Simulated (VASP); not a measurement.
Wanted: the native input for a VASP 6.6.1 run.

```yaml
Task: electric field gradients
Functional: LDA
Potentials_or_basis: VASP PAW LDA potentials, release 64 (Ti_sv)
Cutoff: 520 eV
k_mesh: 14 × 14 × 14
Occupations: fermi-dirac, width 0.05 eV
Spin: no spin polarisation
Dipole_correction: no
Further_INCAR_settings: ALGO = Normal; EDIFF = 1e-08; NBANDS = 12
```

The structure of Ti lies in POSCAR:

```
Ti
1.0
    0.0000000000      2.0434441004      2.0434441004
    2.0434441004      0.0000000000      2.0434441004
    2.0434441004      2.0434441004      0.0000000000
Ti
1
Direct
    0.0000000000      0.0000000000      0.0000000000
```

This cell differs from its parent crystal: volume scaled by 1.02.

These files were run (other wordings do the same):

INCAR

```
SYSTEM = Ti
PREC     = Accurate       ! precision mode
ENCUT    = 520            ! plane-wave cutoff, eV
EDIFF    = 1E-8           ! SCF threshold, eV
ISMEAR   = -1             ! smearing method
SIGMA    = 0.05           ! smearing width, eV
LREAL    = .False.        ! projectors in reciprocal space
LASPH    = .True.         ! aspherical terms in the spheres
NELM     = 80             ! most SCF steps
ALGO     = Normal         ! electronic algorithm
ISIF     = 2              ! what is computed and relaxed
LWAVE    = .False.        ! write WAVECAR
LCHARG   = .False.        ! write CHGCAR
GGA      = CA             ! functional
LEFG     = .True.       
NBANDS   = 12             ! bands
```

KPOINTS

```
Automatic mesh
0
Gamma
  14 14 14
  0 0 0
```

Potentials or basis: VASP PAW LDA potentials, release 64 (Ti_sv).

Run with:

```sh
$ cat potpaw_LDA.64/Ti_sv/POTCAR > POTCAR
$ mpirun -np 1 vasp_std > vasp.out
```

It gave:

| Property | Result |
| --- | --- |
| Pressure | -7.0 GPa |
| Band gap on the k mesh | zero (band 6 reaches 9.03 eV, above the bottom of band 7 at 7.75 eV) |

Caveat: without QUAD_EFG the Cq values of the log hold for a quadrupole moment of 1 mb, not for the nuclei.

Run time: 14 s on 1 thread of Intel Xeon 6975P-C (shared host), peak memory 0.14 GiB.
